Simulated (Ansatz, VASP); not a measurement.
**Mg2Sn in VASP and in Ansatz**

```
CELL_PARAMETERS angstrom
0.00000 3.44623 3.44623
3.44623 0.00000 3.44623
3.44623 3.44623 0.00000
ATOMIC_POSITIONS crystal
Sn 0.00000 0.00000 0.00000
Mg 0.25000 0.25000 0.25000
Mg 0.75000 0.75000 0.75000
```

Alike in both runs: task single point; functional r2SCAN; k mesh 6 × 6 × 6; occupations fermi-dirac, width 0.02 eV; no spin polarisation.

|  | VASP | Ansatz |
| --- | --- | --- |
| version | VASP 6.6.1 | Ansatz 0.2.0 |
| potentials or method | VASP PAW PBE potentials, release 64 (Sn_d, Mg) | plane waves, PAW |
| plane-wave cutoff (eV) | 660 | 500 |
| valence electrons in the cell | 18 | 34 |

```tsv
	VASP	Ansatz	Ansatz less VASP
pressure (GPa)	-2.6	-2.4	+0.17
```

VASP's potentials were made for PBE, not for r2SCAN. The functional is the same, so the differences come from potentials, cutoffs and numerics. VASP's potentials hold 18 valence electrons a cell and Ansatz's 34, so a difference there can come from the potentials and not from the codes.
